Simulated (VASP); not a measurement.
## LiMg12 (a cell with a defect): single point with PBE+D3(BJ)

System: LiMg12 (a cell with a defect).

```
Mg Li
1.0
     6.42000    0.00000    0.00000
    -4.81500    8.33982    0.00000
     0.00000    0.00000    5.21304
Mg Li
12 1
Direct
  0.02947 0.01227 0.98284
  0.19321 0.21438 0.50433
  0.91062 0.26616 0.11262
  0.20267 0.58765 0.38614
  0.00747 0.64182 0.92572
  0.15836 0.88669 0.47842
  0.46704 0.96911 0.99414
  0.68990 0.23926 0.58906
  0.50149 0.33504 0.03062
  0.67097 0.55940 0.48052
  0.59189 0.70484 0.98383
  0.68554 0.91098 0.48659
  0.22350 0.44898 0.80122
```

```
Program                : VASP 6.6.1
Task                   : single point
Functional             : PBE
Dispersion             : D3(BJ)
Potentials or basis    : VASP PAW PBE potentials, release 64 (Mg, Li_sv)
Cutoff                 : 520 eV
k mesh                 : 4 × 3 × 4
Occupations            : gaussian, width 0.15 eV
Spin                   : no spin polarisation
Dipole correction      : no
Further INCAR settings : ALGO = Normal; EDIFF = 1e-07; NBANDS = 26
```

```
Largest force              : 0.017 eV/Å
Band gap on the k mesh     : zero (an odd number of electrons rules out a gap without spin polarisation)
Dispersion energy per atom : -0.291 eV
```

Forces on the atoms (eV/Å):
```
Mg  -0.001 -0.003 -0.003
Mg   0.003 -0.006 -0.004
Mg  -0.004 -0.005  0.008
Mg  -0.012 -0.008 -0.007
Mg   0.012 -0.002  0.003
Mg  -0.005 -0.001 -0.001
Mg   0.003  0.006 -0.006
Mg  -0.005  0.004 -0.001
Mg   0.014 -0.009  0.005
Mg  -0.007 -0.005  0.001
Mg   0.006  0.005  0.001
Mg  -0.001  0.010  0.003
Li  -0.005  0.013  0.003
```

Levels at points of the mesh, in eV from the Fermi level:
```
           k point  band 11  band 12  band 13  band 14  band 15  band 16
(0.00, 0.00, 0.00)    -0.45    -0.22     0.10     0.17     0.37     0.55
(0.50, 0.00, 0.00)    -0.56    -0.49    -0.37    -0.24     0.06     0.14
(0.00, 0.00, 0.50)    -1.81    -1.20    -1.17    -0.81    -0.56     0.86
(0.50, 0.00, 0.50)    -1.01    -0.76    -0.60     0.44     0.52     0.78
```

It took 6.9 min on 1 thread of AMD EPYC 7R13, with other jobs on the host, peak memory 0.43 GiB.
